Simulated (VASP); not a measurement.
# Si5Mo2 in VASP: relaxation of cell and atoms with PBE

Aim: the relaxation of cell and atoms of Si5Mo2 with PBE.

Everything below comes from runs of VASP 6.6.1. Logs are shortened: lines on timing, memory, paths and dates and some standing lists are left out, and cuts for length are marked.

## 1. The cell of the first run

The typed cell holds 14 atoms: a = 3.750 Å, b = 3.750 Å, c = 17.500 Å, α = 90.00°, β = 90.00°, γ = 120.00°.

## 2. Relaxation of cell and atoms, PBE

INCAR

```
PREC     = Accurate       # precision mode
ENCUT    = 500            # plane-wave cutoff, eV
EDIFF    = 1E-7           # SCF threshold, eV
ISMEAR   = 0              # smearing method
SIGMA    = 0.2            # smearing width, eV
LREAL    = False          # projectors in reciprocal space
LASPH    = True           # aspherical terms in the spheres
NELM     = 120            # most SCF steps
ALGO     = Normal         # electronic algorithm
ISIF     = 3              # what is computed and relaxed
LWAVE    = False          # write WAVECAR
LCHARG   = False          # write CHGCAR
GGA      = PE             # functional
IBRION   = 2              # ionic algorithm
NSW      = 36             # ionic steps
EDIFFG   = -0.08          # ionic threshold
GGA_COMPAT= False        
NELMIN   = 4
```

KPOINTS

```
Automatic mesh
0
Gamma
  5 5 1
```

POSCAR

```
Si5Mo2
1.0
    3.7500000000      0.0000000000      0.0000000000
   -1.8750000000      3.2475952600      0.0000000000
    0.0000000000      0.0000000000     17.5000000000
Si Mo
10 4
Direct
    0.0000000000      0.0000000000      0.5000000000
    0.6666666700      0.3333333300      0.4720000000
    0.3333333300      0.6666666700      0.5280000000
    0.0000000000      0.0000000000      0.0000000000
    0.6666666700      0.3333333300      0.0280000000
    0.3333333300      0.6666666700      0.9720000000
    0.0000000000      0.0000000000      0.7500000000
    0.3333000000      0.6666400000      0.7500000000
    0.0000000000      0.0000000000      0.2500000000
    0.6667000000      0.3333600000      0.2500000000
    0.6666666700      0.3333333300      0.8610000000
    0.6666666700      0.3333333300      0.6390000000
    0.3333333300      0.6666666700      0.3610000000
    0.3333333300      0.6666666700      0.1390000000
```

Potentials or basis: VASP PAW PBE potentials, release 64 (Si, Mo_sv).

Run with:

```sh
$ cat potpaw_PBE.64/Si/POTCAR potpaw_PBE.64/Mo_sv/POTCAR > POTCAR
$ mpirun -np 1 vasp_std > vasp.out
```

OUTCAR:

```text
PREC = Accurate
   ENCUT = 500
   EDIFF = 1E-7
   ISMEAR = 0
   LREAL = False
   LASPH = True
   NELM = 120
   ISIF = 3
   GGA = PE
   IBRION = 2
   NSW = 36
   EDIFFG = -0.08
   NELMIN = 4

 ion  position               nearest neighbor table
   1  0.000  0.000  0.500-   2 2.22   3 2.22   3 2.22   2 2.22   2 2.22   3 2.22  12 3.26  13 3.26
                            12 3.26  13 3.26  12 3.26  13 3.26
   2  0.667  0.333  0.472-   1 2.22   1 2.22   1 2.22   3 2.38   3 2.38   3 2.38  13 2.91  13 2.91
                            13 2.91  12 2.92
   3  0.333  0.667  0.528-   1 2.22   1 2.22   1 2.22   2 2.38   2 2.38   2 2.38  12 2.91  12 2.91
                            12 2.91  13 2.92
   4  0.000  0.000  0.000-   5 2.22   6 2.22   6 2.22   5 2.22   5 2.22   6 2.22  11 3.26  14 3.26
                            11 3.26  14 3.26  11 3.26  14 3.26
   5  0.667  0.333  0.028-   4 2.22   4 2.22   4 2.22   6 2.38   6 2.38   6 2.38  14 2.91  14 2.91
                            14 2.91  11 2.92
   6  0.333  0.667  0.972-   4 2.22   4 2.22   4 2.22   5 2.38   5 2.38   5 2.38  11 2.91  11 2.91
                            11 2.91  14 2.92
   7  0.000  0.000  0.750-   8 2.16   8 2.17   8 2.17  12 2.91  11 2.91  12 2.91  11 2.91  12 2.91
                            11 2.91
   8  0.333  0.667  0.750-   7 2.16   7 2.17   7 2.17  11 2.91  12 2.91  12 2.91  11 2.91  11 2.91
                            12 2.91
   9  0.000  0.000  0.250-  10 2.16  10 2.17  10 2.17  14 2.91  13 2.91  13 2.91  14 2.91  13 2.91
                            14 2.91
  10  0.667  0.333  0.250-   9 2.16   9 2.17   9 2.17  14 2.91  13 2.91  14 2.91  13 2.91  14 2.91
                            13 2.91
  11  0.667  0.333  0.861-   8 2.91   6 2.91   7 2.91   6 2.91   7 2.91   7 2.91   6 2.91   8 2.91
                             8 2.91   5 2.92   4 3.26   4 3.26   4 3.26
  12  0.667  0.333  0.639-   8 2.91   3 2.91   7 2.91   3 2.91   7 2.91   7 2.91   3 2.91   8 2.91
                             8 2.91   2 2.92   1 3.26   1 3.26   1 3.26
  13  0.333  0.667  0.361-  10 2.91   2 2.91   9 2.91   2 2.91   9 2.91   9 2.91   2 2.91  10 2.91
                            10 2.91   3 2.92   1 3.26   1 3.26   1 3.26
  14  0.333  0.667  0.139-  10 2.91   5 2.91   9 2.91   5 2.91   9 2.91   9 2.91   5 2.91  10 2.91
                            10 2.91   6 2.92   4 3.26   4 3.26   4 3.26

  LATTYP: Found a hexagonal cell.
 ALAT       =     3.7500000000
 C/A-ratio  =     4.6666666667

  Lattice vectors:

 A1 = (   3.7500000000,   0.0000000000,   0.0000000000)
 A2 = (  -1.8750000000,   3.2475952600,   0.0000000000)
 A3 = (   0.0000000000,   0.0000000000,  17.5000000000)

Analysis of symmetry for initial positions (statically):
=====================================================================
 Subroutine PRICEL returns:
 Original cell was already a primitive cell.

 Routine SETGRP: Setting up the symmetry group for a
 hexagonal supercell.

 Subroutine GETGRP returns: Found  4 space group operations
 (whereof  2 operations were pure point group operations)
 out of a pool of 24 trial point group operations.

The static configuration has the point symmetry S_2 .
 The point group associated with its full space group is C_2h.

Analysis of symmetry for dynamics (positions and initial velocities):
=====================================================================
 Subroutine PRICEL returns:
 Original cell was already a primitive cell.

 Routine SETGRP: Setting up the symmetry group for a
 hexagonal supercell.

 Subroutine GETGRP returns: Found  4 space group operations
 (whereof  2 operations were pure point group operations)
 out of a pool of 24 trial point group operations.

The dynamic configuration has the point symmetry S_2 .
 The point group associated with its full space group is C_2h.

 Subroutine INISYM returns: Found  4 space group operations
 (whereof  2 operations are pure point group operations),
 and found     1 'primitive' translations

----------------------------------------------------------------------------------------

                                     Primitive cell

  volume of cell :     213.1234

  direct lattice vectors                    reciprocal lattice vectors
     3.750000000  0.000000000  0.000000000     0.266666667  0.153960072  0.000000000
    -1.875000000  3.247595260  0.000000000     0.000000000  0.307920144  0.000000000
     0.000000000  0.000000000 17.500000000     0.000000000  0.000000000  0.057142857

  length of vectors
     3.750000000  3.749999996 17.500000000     0.307920144  0.307920144  0.057142857

  position of ions in fractional coordinates (direct lattice)
     0.000000000  0.000000000  0.500000000
     0.666666670  0.333333330  0.472000000
     0.333333330  0.666666670  0.528000000
     0.000000000  0.000000000  0.000000000
     0.666666670  0.333333330  0.028000000
     0.333333330  0.666666670  0.972000000
     0.000000000  0.000000000  0.750000000
     0.333300000  0.666640000  0.750000000
     0.000000000  0.000000000  0.250000000
     0.666700000  0.333360000  0.250000000
     0.666666670  0.333333330  0.861000000
     0.666666670  0.333333330  0.639000000
     0.333333330  0.666666670  0.361000000
     0.333333330  0.666666670  0.139000000

  ion indices of the primitive-cell ions
[... 28 lines left out ...]
     0.000000000  0.061584029  0.000000000     0.000000000  0.200000000  0.000000000
     0.000000000  0.000000000  0.057142857     0.000000000  0.000000000  1.000000000

  Length of vectors
     0.061584029  0.061584029  0.057142857

  Shift w.r.t. Gamma in fractional coordinates (k-lattice)
     0.000000000  0.000000000  0.000000000

 Subroutine IBZKPT returns following result:
 ===========================================

 Found     13 irreducible k-points:

 Following reciprocal coordinates:
            Coordinates               Weight
  0.000000  0.000000  0.000000      1.000000
  0.200000 -0.000000  0.000000      2.000000
  0.000000  0.200000  0.000000      2.000000
 -0.200000  0.200000  0.000000      2.000000
  0.400000 -0.000000  0.000000      2.000000
  0.000000  0.400000  0.000000      2.000000
 -0.400000  0.400000  0.000000      2.000000
  0.200000  0.200000  0.000000      2.000000
 -0.200000  0.400000  0.000000      2.000000
 -0.400000  0.200000  0.000000      2.000000
  0.400000  0.200000  0.000000      2.000000
 -0.200000 -0.400000  0.000000      2.000000
  0.400000  0.400000  0.000000      2.000000
   k-points           NKPTS =     13   k-points in BZ     NKDIM =     13   number of bands    NBANDS=     57
   number of dos      NEDOS =    301   number of ions     NIONS =     14
   total plane-waves  NPLWV = 100352
   dimension x,y,z NGX =    28 NGY =   28 NGZ =  128
   dimension x,y,z NGXF=    56 NGYF=   56 NGZF=  256
   ions per type =              10   4
   NGX,Y,Z   is equivalent  to a cutoff of  12.41, 12.41, 12.16 a.u.
   NGXF,Y,Z  is equivalent  to a cutoff of  24.83, 24.83, 24.32 a.u.
 SYSTEM =  unknown system
   PREC   = accura    normal or accurate (medium, high low for compatibility)
   ISTART =      0    job   : 0-new  1-cont  2-samecut
   ICHARG =      2    charge: 1-file 2-atom 10-const
   ISPIN  =      1    spin polarized calculation?
   LNONCOLLINEAR =      F non collinear calculations
   LSORBIT =      F    spin-orbit coupling
   LASPH  =      T    aspherical Exc in radial PAW
   ENCUT  =  500.0 eV  36.75 Ry    6.06 a.u.   6.84  6.84 31.91*2*pi/ulx,y,z
   NELM   =    120;   NELMIN=  4; NELMDL= -5     # of ELM steps
   EDIFF  = 0.1E-06   stopping-criterion for ELM
   LREAL  =      F    real-space projection
   EDIFFG = -.8E-01   stopping-criterion for IOM
   NSW    =     36    number of steps for IOM
   IBRION =      2    ionic relax: 0-MD 1-quasi-New 2-CG
   NFREE  =      1    steps in history (QN), initial steepest desc. (CG)
   ISIF   =      3    stress and relaxation
   ISYM   =      2    0-nonsym 1-usesym 2-fastsym
   POTIM  = 0.5000    time-step for ionic-motion
   TEBEG  =    0.0;   TEEND  =   0.0 temperature during run
   PSTRESS=    0.0 pullay stress
   NELECT =      96.0000    total number of electrons
   NUPDOWN=      -1.0000    fix difference up-down
   EMIN   =  10.00;   EMAX   =-10.00  energy-range for DOS
   EFERMI =   0.00;   METHOD = LEGACY
   ISMEAR =     0;   SIGMA  =   0.20  broadening in eV -4-tet -1-fermi 0-gaus
   EFERMI_NEDOS =   21; number of points for ismear=-14 and -15
   IALGO  =     38    algorithm
   IMIX   =      4    mixing-type and parameters
     AMIX     =   0.40;   BMIX     =  1.00
     AMIX_MAG =   1.60;   BMIX_MAG =  1.00
  volume/ion in A,a.u.               =      15.22       102.73
  Fermi-wavevector in a.u.,A,eV,Ry     =   1.254936  2.371485 21.427323  1.574864
  Thomas-Fermi vector in A             =   2.388717
   LORBIT       =      0    0 simple, 1 ext, 2 COOP (PROOUT), +10 PAW based schemes
   GGA     = PE    functional components
   LHFCALC =     F    Hartree Fock is set to
   AEXX    =    0.0000 exact exchange contribution
   IVDW    =     0    specifies the selected vdW correction
   LEPSILON=     F    determine dielectric tensor
   LRPA    =     F    only Hartree local field effects (RPA)
 conjugate gradient relaxation of ions
 non-spin polarized calculation
 Gauss-broadening in eV      SIGMA  =   0.20
  energy-cutoff  :      500.00
  volume of cell :      213.12
 maximum number of plane-waves:      5442
   NGX = 13   NGY = 13   NGZ = 63

--------------------------------------- Ionic step        1  -------------------------------------------

 number of electron      96.0000011 magnetization

 Free energy of the ion-electron system (eV)
  ---------------------------------------------------
  ext. energy  EPLUGINS =         0.00000000
  ---------------------------------------------------
  free energy    TOTEN  =       -82.86657705 eV

  energy without entropy =      -82.51847383  energy(sigma->0) =      -82.69252544

------------------------ aborting loop because EDIFF is reached ----------------------------------------

  FORCE on cell =-STRESS in cart. coord.  units (eV):
  Direction    XX          YY          ZZ          XY          YZ          ZX
  --------------------------------------------------------------------------------------
  -------------------------------------------------------------------------------------
  Total       29.3850162     29.3902105    -27.9488345     -0.0030190      0.0000000      0.0000000
  in kB      220.9048757    220.9439246   -210.1082323     -0.0226955      0.0000000      0.0000000
  external PRESSURE =      77.2468560 kB  Pullay stress =       0.0000000 kB
[... 83 lines left out ...]
--------------------------------------- Ionic step        3  -------------------------------------------

 number of electron      95.9999992 magnetization

 E-fermi :   8.6904     XC(G=0): -11.0780

 val. band max:        8.6843638841   @ k =  -0.2000   0.4000   0.0000
 cond. band min:       8.7411580781   @ k =   0.0000   0.4000   0.0000
 fundamental gap:      0.0567941940
 Fermi energy:         8.6903702833

 k-point     1 :       0.0000    0.0000    0.0000
  band No.  band energies     occupation
      1     -52.3193      2.00000
      2     -52.3193      2.00000
      3     -52.3135      2.00000
      4     -52.3135      2.00000
      5     -26.4641      2.00000
      6     -26.4611      2.00000
[... 810 lines left out ...]
  FREE ENERGIE OF THE ION-ELECTRON SYSTEM (eV)
  ---------------------------------------------------
  free  energy   TOTEN  =       -89.5355751424 eV

  energy  without entropy=      -89.2969891573  energy(sigma->0) =      -89.41628215

[... ionic steps 4 to 8 ...]

--------------------------------------- Ionic step        9  -------------------------------------------

 number of electron      95.9999997 magnetization

------------------------ aborting loop because EDIFF is reached ----------------------------------------
[... 91 lines left out ...]
--------------------------------------- Ionic step       11  -------------------------------------------

 number of electron      95.9999999 magnetization

 Free energy of the ion-electron system (eV)
  ---------------------------------------------------
  ext. energy  EPLUGINS =         0.00000000
  ---------------------------------------------------
  free energy    TOTEN  =       -93.59869147 eV

  energy without entropy =      -93.41351467  energy(sigma->0) =      -93.50610307

 E-fermi :  11.3286     XC(G=0): -12.0411

 val. band max:       11.3052521226   @ k =   0.0000   0.4000   0.0000
 cond. band min:      11.3775194308   @ k =   0.4000  -0.0000   0.0000
 fundamental gap:      0.0722673082
 Fermi energy:        11.3286367520

 k-point     1 :       0.0000    0.0000    0.0000
  band No.  band energies     occupation
      1     -49.3796      2.00000
      2     -49.3793      2.00000
      3     -49.3087      2.00000
      4     -49.3084      2.00000
      5     -23.8147      2.00000
      6     -23.8047      2.00000
[... 810 lines left out ...]
  FREE ENERGIE OF THE ION-ELECTRON SYSTEM (eV)
  ---------------------------------------------------
  free  energy   TOTEN  =       -93.5986914652 eV

  energy  without entropy=      -93.4135146667  energy(sigma->0) =      -93.50610307

 reached required accuracy - stopping structural energy minimisation
```

It took 37 min on 1 thread of Oxide Virtual Turin-like, shared host; peak memory 0.35 GiB.

Results:

- Free energy: -93.5987 eV
- Relaxed volume: 14.11 Å³/atom
- Relaxed cell: a = 4.230 Å, b = 4.230 Å, c = 12.754 Å, α = 90.00°, β = 90.00°, γ = 120.00°
- Space group after relaxing (to 0.1 Å): P6_3/mmc (No. 194)
- Energy gained by relaxing: 766.6 meV/atom
- Ionic steps: 11
- Pressure after relaxing: 0.0 GPa
- Largest force after relaxing: 0.069 eV/Å
- Band gap on the k mesh: zero (bands 48 and 49 overlap by 1.08 eV)

Forces in eV/Å, atoms in the order of the input:
```
Si   0.000  0.000  0.000
Si   0.000  0.000  0.008
Si   0.000  0.000 -0.008
Si   0.000  0.000  0.000
Si   0.000  0.000 -0.008
Si   0.000  0.000  0.008
Si   0.000  0.000  0.000
Si   0.000  0.000  0.000
Si   0.000  0.000  0.000
Si   0.000  0.000  0.000
Mo   0.000  0.000 -0.069
Mo   0.000  0.000  0.069
Mo   0.000  0.000 -0.069
Mo   0.000  0.000  0.069
```

The path:
```csv
step,energy change (eV),largest force (eV/Å),pressure (GPa),volume (Å³)
1,0.0000,2.5204,7.72,213.12
2,-5.7914,0.9629,-13.05,233.58
3,-6.6690,0.6921,-17.84,242.56
4,-10.0185,1.5423,-5.96,208.26
5,-10.0317,1.7260,-3.13,204.38
6,-10.0426,1.6675,-4.04,205.56
7,-10.6574,0.3925,1.42,196.51
8,-10.6575,0.4044,1.49,196.43
9,-10.7157,0.1052,-0.69,198.75
10,-10.7191,0.0533,-1.33,199.49
11,-10.7321,0.0687,0.00,197.59
```

Final structure:
```xyz
14
Lattice="4.2296 0.0000 0.0000 -2.1148 3.6629 0.0000 0.0000 0.0000 12.7535" Properties=species:S:1:pos:R:3 pbc="T T T"
Si    0.0000    0.0000    6.3768
Si    2.1148    1.2210    5.6854
Si    0.0000    2.4419    7.0681
Si    0.0000    0.0000   12.7535
Si    2.1148    1.2210    0.6914
Si    0.0000    2.4419   12.0621
Si    2.1148    3.6629    9.5651
Si    0.0000    2.4419    9.5651
Si    0.0000    0.0000    3.1884
Si    2.1149    1.2210    3.1884
Mo    2.1148    1.2210   10.9056
Mo    2.1148    1.2210    8.2247
Mo    0.0000    2.4420    4.5288
Mo    0.0000    2.4420    1.8479
```

Caveat: the k points lie up to 0.49 Å⁻¹ apart in the final cell, too coarse for converged energies and pressures of a metal; a cell axis changed by over 15 % at a fixed basis, so the end point is rough; the relaxation stopped at a loose force limit of 0.08 eV/Å, so its end isn't a converged minimum.

The gap in the log of VASP goes by the Fermi energy; the results here count the filled bands.